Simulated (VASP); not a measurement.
BRu3:

```
B Ru
1.0
     4.47971    0.00000    0.00000
     0.00000    4.47971    0.00000
     0.00000    0.00000    4.47971
B Ru
2 6
Cartesian
  0.0000 0.0000 0.0000
  2.2399 2.2399 2.2399
  1.1199 0.0000 2.2399
  2.2399 3.3598 0.0000
  3.3598 0.0000 2.2399
  2.2399 1.1199 0.0000
  0.0000 2.2399 3.3598
  0.0000 2.2399 1.1199
```

| Quantity | Value |
| --- | --- |
| Program | VASP 6.6.1 |
| Task | relaxation of cell and atoms |
| Functional | PBE |
| Potentials or basis | VASP PAW PBE potentials, release 64 (B, Ru_pv) |
| Cutoff | 500 eV |
| k mesh | 4 × 4 × 4 |
| Occupations | gaussian, width 0.1 eV |
| Spin | no spin polarisation |

At the start: pressure 37.4 GPa; volume 11.24 Å³/atom.

Task: How do energy, volume and symmetry change on relaxing?

Result: Over 4 steps the energy falls by 131.0 meV/atom and the volume is 12.49 Å³/atom (+11.2 %); space group Pm-3n (No. 223, to 0.05 Å).

The path:
```tsv
step	energy change (eV)	largest force (eV/Å)	pressure (GPa)	volume (Å³)
1	0.0000	0.0000	37.43	89.90
2	3.4256	0.0000	-39.07	128.56
3	-1.0397	0.0000	-2.75	100.81
4	-1.0482	0.0000	-0.40	99.95
```

Final structure:
```xyz
8
Lattice="4.6408 0.0000 0.0000 0.0000 4.6408 0.0000 0.0000 0.0000 4.6408" Properties=species:S:1:pos:R:3 pbc="T T T"
B     0.0000    0.0000    0.0000
B     2.3204    2.3204    2.3204
Ru    1.1602    0.0000    2.3204
Ru    2.3204    3.4806    0.0000
Ru    3.4806    0.0000    2.3204
Ru    2.3204    1.1602    0.0000
Ru    0.0000    2.3204    3.4806
Ru    0.0000    2.3204    1.1602
```
